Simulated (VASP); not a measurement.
The system is Tl.

```
Tl
1.0
    -1.57249    1.57249    1.47021
     1.57249   -1.57249    1.47021
     1.57249    1.57249   -1.47021
Tl
1
Direct
  0.00000 0.00000 0.00000
```

- Program: VASP 6.6.1
- Task: relaxation of cell and atoms
- Functional: PBE
- Potentials or basis: VASP PAW PBE potentials, release 64 (Tl_d)
- Cutoff: 600 eV
- k mesh: 10 × 10 × 10
- Occupations: gaussian, width 0.1 eV
- Spin: no spin polarisation

At the start: pressure 168.9 GPa; volume 14.54 Å³/atom.

Task: Where does the relaxation end?

Result: Over 10 steps the energy falls by 3941.7 meV/atom and the volume is 30.60 Å³/atom (+110.4 %); space group I4/mmm (No. 139, to 0.05 Å).

Step by step:
| step | energy change (eV) | largest force (eV/Å) | pressure (GPa) | volume (Å³) |
| --- | --- | --- | --- | --- |
| 1 | 0.0000 | 0.0000 | 168.86 | 14.54 |
| 2 | -2.5827 | 0.0000 | -10.92 | 76.52 |
| 3 | -3.8921 | 0.0000 | -2.95 | 35.20 |
| 4 | -3.9103 | 0.0000 | -2.45 | 34.12 |
| 5 | -3.9360 | 0.0000 | 0.97 | 29.98 |
| 6 | -3.9383 | 0.0000 | -0.20 | 31.02 |
| 7 | -3.9383 | 0.0000 | 0.25 | 30.60 |
| 8 | -3.9398 | 0.0000 | 0.23 | 30.61 |
| 9 | -3.9410 | 0.0000 | 0.22 | 30.61 |
| 10 | -3.9417 | 0.0000 | 0.24 | 30.60 |

Final structure:
```
CELL_PARAMETERS angstrom
-1.98594 1.98594 1.93964
1.98594 -1.98594 1.93964
1.98594 1.98594 -1.93964
ATOMIC_POSITIONS crystal
Tl 0.00000 0.00000 0.00000
```

Caveat: the volume moved by over 15 % at a fixed basis, so the end points are rough.
